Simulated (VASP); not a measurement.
Runs of VASP 6.6.1 on GaN. The structure is cubic, space group F-43m (No. 216). The conventional cell has a = 4.498 Å, b = 4.498 Å, c = 4.498 Å, α = 90.00°, β = 90.00°, γ = 90.00°. Ga (site symmetry -43m) has 4 N at 1.95 Å within 2.6 Å. Within 2.6 Å of N (site symmetry -43m) lie 4 Ga at 1.95 Å. 

```tsv
task	level	potentials or basis	k mesh	cutoff (eV)	smearing	second run	grid for exact exchange (PRECFOCK)	share of exact exchange	screening parameter	GW scheme	gap on the mesh (eV)	pressure (GPa)
single point	LDA	VASP PAW LDA potentials, release 64 (Ga_d, N_h)	6 × 6 × 6	910	gaussian 0.01 eV	hard_potentials	-	-	-	-	(a)	(b)
single point	PBE	VASP PAW PBE potentials, release 64 (Ga_d, N)	6 × 6 × 6	520	methfessel-paxton 0.05 eV	-	-	-	-	-	1.76	6.2
single point	PBE-based screened hybrid	VASP PAW PBE potentials, release 64 (Ga_d, N)	4 × 4 × 4	520	gaussian 0.01 eV	-	Normal	0.3	0.5 1/Å	-	2.61	0.7
single point	PBE	VASP PAW PBE potentials, release 64 (Ga_d, N)	4 × 4 × 4	520	gaussian 0.01 eV	-	-	-	-	-	1.74	6.2
single point	PBE	VASP PAW PBE potentials, release 64 (Ga_d, N)	6 × 6 × 6	520	fermi-dirac 0.001 eV	-	-	-	-	-	1.76	6.2
single point	PBE	VASP PAW PBE potentials, release 64 (Ga_d, N)	6 × 6 × 6	520	gaussian 0.01 eV	-	-	-	-	-	1.76	6.2
```

Alike in all rows: no spin polarisation; cell a = 3.180 Å, angles 60.0°, 2 atoms.

Question: Fill in the values left out.

Answer: (a) 1.79; (b) -4.7.

Caveats: some runs use coarse meshes; the cutoff is under 1.25 times the usual one of these potentials, so pressure, stress and relaxed cells hold a basis-set (Pulay) error (some runs); the PAW data sets were made with another functional, which shifts forces and pressure a little (some runs).

A k mesh can miss the band edges, and the runs leave out spin-orbit coupling on Ga.
